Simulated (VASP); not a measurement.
# Al3Ru2 (I4/mmm) in VASP: further runs

The runs below take Al3Ru2 through single point, with PBEsol.

Program: VASP 6.6.1. These are calculated values, not measurements. Logs are shortened: lines on timing, memory, paths and dates and some standing lists are left out, and cuts for length are marked.

## Step 1: The cell of the first run

Symmetry: I4/mmm, No. 139, tetragonal system. Conventional cell: a = 3.166 Å, b = 3.166 Å, c = 13.957 Å, α = 90.00°, β = 90.00°, γ = 90.00°. Al (site symmetry 4/mmm) has 8 Ru at 2.69 Å and 6 Al at 2.73 to 3.17 Å within 3.5 Å. Al (site symmetry 4mm) has 5 Ru at 2.56 to 2.76 Å and 9 Al at 2.71 to 3.17 Å within 3.4 Å. Within 3.4 Å of Ru (site symmetry 4mm) lie 9 Al at 2.56 to 2.76 Å and 5 Ru at 2.98 to 3.17 Å.

## Step 2: Single point, PBEsol (biaxial strain in the a-b plane: +3.0 %, then relaxed in part)

File INCAR:

```
SYSTEM = Al3Ru2
PREC = Accurate
ENCUT = 520
EDIFF = 1E-6
ISMEAR = 0
SIGMA = 0.1
LREAL = .False.
LASPH = .True.
NELM = 80
ALGO = Fast
ISIF = 2
LWAVE = .False.
LCHARG = .False.
GGA = PS
NBANDS = 48
```

File KPOINTS:

```
Automatic mesh
0
Gamma
  12 12 4
  0 0 0
```

File POSCAR:

```
Al3Ru2
1.0
    3.1655636821      0.0000000000      0.0000000000
    0.0000000000      3.1655636821      0.0000000000
    0.0000000000      0.0000000000     13.9568608910
Al Ru
6 4
Direct
    0.0000000000      0.0000000000      0.0000000000
    0.5000000000      0.5000000000      0.3047433163
    0.0000000000      0.0000000000      0.1952566837
    0.5000000000      0.5000000000      0.5000000000
    0.0000000000      0.0000000000      0.8047433163
    0.5000000000      0.5000000000      0.6952566837
    0.5000000000      0.5000000000      0.1067449654
    0.0000000000      0.0000000000      0.3932550346
    0.0000000000      0.0000000000      0.6067449654
    0.5000000000      0.5000000000      0.8932550346
```

Potentials or basis: VASP PAW PBE potentials, release 64 (Al, Ru_pv).

The run is started by

```bash
cat potpaw_PBE.64/Al/POTCAR potpaw_PBE.64/Ru_pv/POTCAR > POTCAR
mpirun -np 1 vasp_std > vasp.out
```

OUTCAR:

```text
SYSTEM = Al3Ru2
   PREC = Accurate
   ENCUT = 520
   EDIFF = 1E-6
   ISMEAR = 0
   LREAL = .False.
   LASPH = .True.
   NELM = 80
   ISIF = 2
   GGA = PS

 ion  position               nearest neighbor table
   1  0.000  0.000  0.000-   7 2.69  10 2.69   7 2.69  10 2.69   7 2.69  10 2.69   7 2.69  10 2.69
                             3 2.73   5 2.73
   2  0.500  0.500  0.305-   8 2.56   8 2.56   8 2.56   8 2.56   3 2.71   3 2.71   3 2.71   3 2.71
                             4 2.73   7 2.76
   3  0.000  0.000  0.195-   7 2.56   7 2.56   7 2.56   7 2.56   2 2.71   2 2.71   2 2.71   2 2.71
                             1 2.73   8 2.76
   4  0.500  0.500  0.500-   8 2.69   9 2.69   8 2.69   9 2.69   8 2.69   9 2.69   8 2.69   9 2.69
                             2 2.73   6 2.73
   5  0.000  0.000  0.805-  10 2.56  10 2.56  10 2.56  10 2.56   6 2.71   6 2.71   6 2.71   6 2.71
                             1 2.73   9 2.76
   6  0.500  0.500  0.695-   9 2.56   9 2.56   9 2.56   9 2.56   5 2.71   5 2.71   5 2.71   5 2.71
                             4 2.73  10 2.76
   7  0.500  0.500  0.107-   3 2.56   3 2.56   3 2.56   3 2.56   1 2.69   1 2.69   1 2.69   1 2.69
                             2 2.76  10 2.98
   8  0.000  0.000  0.393-   2 2.56   2 2.56   2 2.56   2 2.56   4 2.69   4 2.69   4 2.69   4 2.69
                             3 2.76   9 2.98
   9  0.000  0.000  0.607-   6 2.56   6 2.56   6 2.56   6 2.56   4 2.69   4 2.69   4 2.69   4 2.69
                             5 2.76   8 2.98
  10  0.500  0.500  0.893-   5 2.56   5 2.56   5 2.56   5 2.56   1 2.69   1 2.69   1 2.69   1 2.69
                             6 2.76   7 2.98

  LATTYP: Found a simple tetragonal cell.
 ALAT       =     3.1655636821
 C/A-ratio  =     4.4089654458

  Lattice vectors:

 A1 = (   3.1655636821,   0.0000000000,   0.0000000000)
 A2 = (   0.0000000000,   3.1655636821,   0.0000000000)
 A3 = (   0.0000000000,   0.0000000000,  13.9568608910)

Analysis of symmetry for initial positions (statically):
=====================================================================
 Subroutine PRICEL returns following result:

  LATTYP: Found a body centered tetragonal cell.
 ALAT       =     3.1655636821
 C/A-ratio  =     4.4089654458

  Lattice vectors:

 A1 = (  -1.5827818410,   1.5827818410,   6.9784304455)
 A2 = (   1.5827818410,  -1.5827818410,   6.9784304455)
 A3 = (   1.5827818410,   1.5827818411,  -6.9784304455)

   2 primitive cells build up your supercell.

 Routine SETGRP: Setting up the symmetry group for a
 simple tetragonal supercell.

 Subroutine GETGRP returns: Found 16 space group operations
 (whereof 16 operations were pure point group operations)
 out of a pool of 16 trial point group operations.

The static configuration has the point symmetry D_4h.

Analysis of symmetry for dynamics (positions and initial velocities):
=====================================================================
 Subroutine PRICEL returns following result:

  LATTYP: Found a body centered tetragonal cell.
 ALAT       =     3.1655636821
 C/A-ratio  =     4.4089654458

  Lattice vectors:

 A1 = (  -1.5827818410,   1.5827818410,   6.9784304455)
 A2 = (   1.5827818410,  -1.5827818410,   6.9784304455)
 A3 = (   1.5827818410,   1.5827818411,  -6.9784304455)

   2 primitive cells build up your supercell.

 Routine SETGRP: Setting up the symmetry group for a
 simple tetragonal supercell.

 Subroutine GETGRP returns: Found 16 space group operations
 (whereof 16 operations were pure point group operations)
 out of a pool of 16 trial point group operations.

The dynamic configuration has the point symmetry D_4h.

 Subroutine INISYM returns: Found 16 space group operations
 (whereof 16 operations are pure point group operations),
 and found     2 'primitive' translations

----------------------------------------------------------------------------------------

                                     Primitive cell

  volume of cell :      69.9294

  direct lattice vectors                    reciprocal lattice vectors
    -1.582781841  1.582781841  6.978430445    -0.000000000  0.315899505  0.071649349
     1.582781841 -1.582781841  6.978430446     0.315899505  0.000000000  0.071649349
     1.582781841  1.582781841 -6.978430445     0.315899505  0.315899505 -0.000000000

  length of vectors
     7.328634811  7.328634811  7.328634811     0.323923026  0.323923026  0.446749364

  position of ions in fractional coordinates (direct lattice)
     0.000000000  0.000000000  0.000000000
     0.804743316  0.804743316  1.000000000
     0.195256684  0.195256684  1.000000000
     0.606744965  0.606744965  1.000000000
     0.393255035  0.393255035  1.000000000

  ion indices of the primitive-cell ions
   primitive index   ion index
                 1           1
                 2           5
                 3           3
                 4           9
                 5           8

----------------------------------------------------------------------------------------

 KPOINTS: Automatic mesh

Automatic generation of k-mesh.
 Grid dimensions read from file:
 generate k-points for:   12   12    4

 Generating k-lattice:

  Cartesian coordinates                     Fractional coordinates (reciprocal lattice)
     0.026324959  0.000000000  0.000000000     0.083333333  0.000000000  0.000000000
     0.000000000  0.026324959  0.000000000     0.000000000  0.083333333  0.000000000
     0.000000000  0.000000000  0.017912337     0.000000000  0.000000000  0.250000000

  Length of vectors
     0.026324959  0.026324959  0.017912337

  Shift w.r.t. Gamma in fractional coordinates (k-lattice)
     0.000000000  0.000000000  0.000000000

 Subroutine IBZKPT returns following result:
 ===========================================

 Found     84 irreducible k-points:

 Following reciprocal coordinates:
            Coordinates               Weight
  0.000000  0.000000  0.000000      1.000000
  0.083333  0.000000  0.000000      4.000000
  0.166667  0.000000  0.000000      4.000000
  0.250000  0.000000  0.000000      4.000000
  0.333333  0.000000  0.000000      4.000000
  0.416667  0.000000  0.000000      4.000000
[... 16 lines left out ...]
  0.333333  0.333333  0.000000      4.000000
  0.416667  0.333333  0.000000      8.000000
 [... further k-points ...]
   k-points           NKPTS =     84   k-points in BZ     NKDIM =     84   number of bands    NBANDS=     48
   number of dos      NEDOS =    301   number of ions     NIONS =     10
   total plane-waves  NPLWV =  62208
   dimension x,y,z NGX =    24 NGY =   24 NGZ =  108
   dimension x,y,z NGXF=    48 NGYF=   48 NGZF=  216
   ions per type =               6   4
   NGX,Y,Z   is equivalent  to a cutoff of  12.60, 12.60, 12.86 a.u.
   NGXF,Y,Z  is equivalent  to a cutoff of  25.21, 25.21, 25.73 a.u.
 SYSTEM =  Al3Ru2
   PREC   = accura    normal or accurate (medium, high low for compatibility)
   ISTART =      0    job   : 0-new  1-cont  2-samecut
   ICHARG =      2    charge: 1-file 2-atom 10-const
   ISPIN  =      1    spin polarized calculation?
   LNONCOLLINEAR =      F non collinear calculations
   LSORBIT =      F    spin-orbit coupling
   LASPH  =      T    aspherical Exc in radial PAW
   ENCUT  =  520.0 eV  38.22 Ry    6.18 a.u.   5.89  5.89 25.95*2*pi/ulx,y,z
   NELM   =     80;   NELMIN=  2; NELMDL= -5     # of ELM steps
   EDIFF  = 0.1E-05   stopping-criterion for ELM
   LREAL  =      F    real-space projection
   EDIFFG = 0.1E-04   stopping-criterion for IOM
   NSW    =      0    number of steps for IOM
   IBRION =     -1    ionic relax: 0-MD 1-quasi-New 2-CG
   NFREE  =      0    steps in history (QN), initial steepest desc. (CG)
   ISIF   =      2    stress and relaxation
   ISYM   =      2    0-nonsym 1-usesym 2-fastsym
   POTIM  = 0.5000    time-step for ionic-motion
   TEBEG  =    0.0;   TEEND  =   0.0 temperature during run
   PSTRESS=    0.0 pullay stress
   NELECT =      74.0000    total number of electrons
   NUPDOWN=      -1.0000    fix difference up-down
   EMIN   =  10.00;   EMAX   =-10.00  energy-range for DOS
   EFERMI =   0.00;   METHOD = LEGACY
   ISMEAR =     0;   SIGMA  =   0.10  broadening in eV -4-tet -1-fermi 0-gaus
   EFERMI_NEDOS =   21; number of points for ismear=-14 and -15
   IALGO  =     68    algorithm
   IMIX   =      4    mixing-type and parameters
     AMIX     =   0.40;   BMIX     =  1.00
     AMIX_MAG =   1.60;   BMIX_MAG =  1.00
  volume/ion in A,a.u.               =      13.99        94.38
  Fermi-wavevector in a.u.,A,eV,Ry     =   1.324104  2.502194 23.854436  1.753252
  Thomas-Fermi vector in A             =   2.453663
   LORBIT       =      0    0 simple, 1 ext, 2 COOP (PROOUT), +10 PAW based schemes
   GGA     = PS    functional components
   LHFCALC =     F    Hartree Fock is set to
   AEXX    =    0.0000 exact exchange contribution
   IVDW    =     0    specifies the selected vdW correction
   LEPSILON=     F    determine dielectric tensor
   LRPA    =     F    only Hartree local field effects (RPA)
 non-spin polarized calculation
 RMM-DIIS sequential band-by-band and
 Gauss-broadening in eV      SIGMA  =   0.10
  energy-cutoff  :      520.00
  volume of cell :      139.86
 maximum number of plane-waves:      3816
 NGX is ok and might be reduce to    24
   NGX = 11   NGY = 11   NGZ = 51

 number of electron      73.9999980 magnetization

 Free energy of the ion-electron system (eV)
  ---------------------------------------------------
  ext. energy  EPLUGINS =         0.00000000
  ---------------------------------------------------
  free energy    TOTEN  =       -71.68536984 eV

  energy without entropy =      -71.66615253  energy(sigma->0) =      -71.67576119

 E-fermi :   9.9597     XC(G=0): -12.1328

 val. band max:        9.9532853820   @ k =   0.3333   0.1667   0.0000
 cond. band min:       9.9617194556   @ k =   0.3333   0.3333   0.0000
 fundamental gap:      0.0084340736
 Fermi energy:         9.9597100352

 k-point     1 :       0.0000    0.0000    0.0000
  band No.  band energies     occupation
      1     -31.9520      2.00000
      2     -31.9520      2.00000
      3     -31.9519      2.00000
      4     -31.9519      2.00000
      5     -31.9430      2.00000
      6     -31.9426      2.00000
[... 40 lines left out ...]
     47      15.3545      0.00000
     48      15.5656      0.00000
[... 1171 lines left out ...]
     47      13.9309      0.00000
     48      14.1556      0.00000

 [... further k-points ...]
[... 5 lines left out ...]
  --------------------------------------------------------------------------------------
  -------------------------------------------------------------------------------------
  Total       -8.8967625     -8.8967625      0.1810264      0.0000000      0.0000000     -0.0000000
  in kB     -101.9184289   -101.9184289      2.0737799      0.0000000      0.0000000     -0.0000000
  external PRESSURE =     -67.2543593 kB  Pullay stress =       0.0000000 kB

 VOLUME and BASIS-vectors are now :
 -----------------------------------------------------------------------------
  energy-cutoff  :      520.00
  volume of cell :      139.86
      direct lattice vectors                 reciprocal lattice vectors
     3.165563682  0.000000000  0.000000000     0.315899505  0.000000000  0.000000000
     0.000000000  3.165563682  0.000000000     0.000000000  0.315899505  0.000000000
     0.000000000  0.000000000 13.956860891     0.000000000  0.000000000  0.071649349

 POSITION                                       TOTAL-FORCE (eV/Angst)
 -----------------------------------------------------------------------------------
      0.00000      0.00000      0.00000         0.000000      0.000000      0.000000
      1.58278      1.58278      4.25326         0.000000     -0.000000     -0.002563
      0.00000      0.00000      2.72517         0.000000     -0.000000      0.002563
      1.58278      1.58278      6.97843        -0.000000      0.000000      0.000000
      0.00000      0.00000     11.23169         0.000000     -0.000000     -0.002563
      1.58278      1.58278      9.70360        -0.000000     -0.000000      0.002563
      1.58278      1.58278      1.48982        -0.000000     -0.000000     -0.004170
      0.00000      0.00000      5.48861        -0.000000      0.000000      0.004170
      0.00000      0.00000      8.46826         0.000000      0.000000     -0.004170
      1.58278      1.58278     12.46704        -0.000000     -0.000000      0.004170
 -----------------------------------------------------------------------------------
    total drift:                                0.000000     -0.000000      0.000000

  FREE ENERGIE OF THE ION-ELECTRON SYSTEM (eV)
  ---------------------------------------------------
  free  energy   TOTEN  =       -71.6853698429 eV

  energy  without entropy=      -71.6661525279  energy(sigma->0) =      -71.67576119
```

It took 17 min on 1 thread of Oxide Virtual Turin-like, shared host; peak memory 0.49 GiB.

Results:

```
Free energy            : -71.6854 eV
Pressure               : -6.7 GPa
Largest force          : 0.004 eV/Å
Band gap on the k mesh : zero (band 37 reaches 11.04 eV, above the bottom of band 38 at 9.29 eV)
```

Forces on the atoms (eV/Å):
```
Al   0.000  0.000  0.000
Al   0.000  0.000 -0.003
Al   0.000  0.000  0.003
Al   0.000  0.000  0.000
Al   0.000  0.000 -0.003
Al   0.000  0.000  0.003
Ru   0.000  0.000 -0.004
Ru   0.000  0.000  0.004
Ru   0.000  0.000 -0.004
Ru   0.000  0.000  0.004
```

Stress tensor (GPa, compression positive):
```
-10.19   0.00   0.00
  0.00 -10.19   0.00
  0.00   0.00   0.21
```

Caveat: the cell differs from its parent crystal (biaxial strain in the a-b plane: +3.0 %, then relaxed in part); the PAW data sets were made with another functional, which shifts forces and pressure a little.

## Step 3: Single point, PBEsol (biaxial strain in the a-b plane: +3.0 %)

File INCAR:

```
SYSTEM = Al3Ru2
ALGO = Fast
EDIFF = 1E-6
ENCUT = 520
GGA = PS
ISIF = 2
ISMEAR = 0
LASPH = .True.
LCHARG = .False.
LREAL = .False.
LWAVE = .False.
NBANDS = 48
NELM = 80
PREC = Accurate
SIGMA = 0.1
```

File KPOINTS:

```
k-points
0
Gamma
  12 12 4
  0 0 0
```

File POSCAR:

```
Al3Ru2
1.0
    3.1655636821      0.0000000000      0.0000000000
    0.0000000000      3.1655636821      0.0000000000
    0.0000000000      0.0000000000     13.9951347192
Al Ru
6 4
Direct
    0.0000000000      0.0000000000      0.0000000000
    0.5000000000      0.5000000000      0.3054371682
    0.0000000000      0.0000000000      0.1945628318
    0.5000000000      0.5000000000      0.5000000000
    0.0000000000      0.0000000000      0.8054371682
    0.5000000000      0.5000000000      0.6945628318
    0.5000000000      0.5000000000      0.1061600529
    0.0000000000      0.0000000000      0.3938399471
    0.0000000000      0.0000000000      0.6061600529
    0.5000000000      0.5000000000      0.8938399471
```

Potentials or basis: VASP PAW PBE potentials, release 64 (Al, Ru_pv).

The run is started by

```bash
cat potpaw_PBE.64/Al/POTCAR potpaw_PBE.64/Ru_pv/POTCAR > POTCAR
mpirun -np 1 vasp_std > vasp.out
```

It took 15 min on 1 thread of Oxide Virtual Turin-like, shared host; peak memory 0.49 GiB.

Results (log left out):

```
Free energy            : -71.6823 eV
Pressure               : -7.1 GPa
Largest force          : 0.075 eV/Å
Band gap on the k mesh : zero (band 37 reaches 11.02 eV, above the bottom of band 38 at 9.27 eV)
```

Forces on the atoms (eV/Å):
```
Al   0.000  0.000  0.000
Al   0.000  0.000 -0.075
Al   0.000  0.000  0.075
Al   0.000  0.000  0.000
Al   0.000  0.000 -0.075
Al   0.000  0.000  0.075
Ru   0.000  0.000  0.075
Ru   0.000  0.000 -0.075
Ru   0.000  0.000  0.075
Ru   0.000  0.000 -0.075
```

Stress tensor (GPa, compression positive):
```
-10.54   0.00   0.00
  0.00 -10.54   0.00
  0.00   0.00  -0.32
```

Levels at points of the mesh, in eV from the Fermi level:
```csv
k point,band 34,band 35,band 36,band 37,band 38,band 39,band 40,band 41,band 42,band 43
"(0.00, 0.00, 0.00)",-0.49,-0.45,-0.43,-0.30,-0.28,2.60,3.72,3.74,3.74,4.98
"(0.50, 0.00, 0.00)",-1.54,-1.20,-1.20,-0.39,-0.39,1.12,1.12,1.24,1.24,4.30
"(0.50, 0.50, 0.00)",0.40,0.71,0.71,0.79,0.79,0.85,0.85,1.85,1.85,1.95
"(0.00, 0.00, 0.50)",-0.67,-0.44,-0.44,-0.29,-0.29,2.95,2.95,4.15,4.15,4.15
"(0.50, 0.00, 0.50)",-1.31,-1.20,-1.20,-0.39,-0.39,1.10,1.10,1.25,1.25,4.14
"(0.50, 0.50, 0.50)",0.66,0.79,0.79,0.85,0.85,1.32,1.32,1.32,1.32,1.69
```

Caveat: the cell differs from its parent crystal (biaxial strain in the a-b plane: +3.0 %); the PAW data sets were made with another functional, which shifts forces and pressure a little.

(Continued in part 2 of 3.)
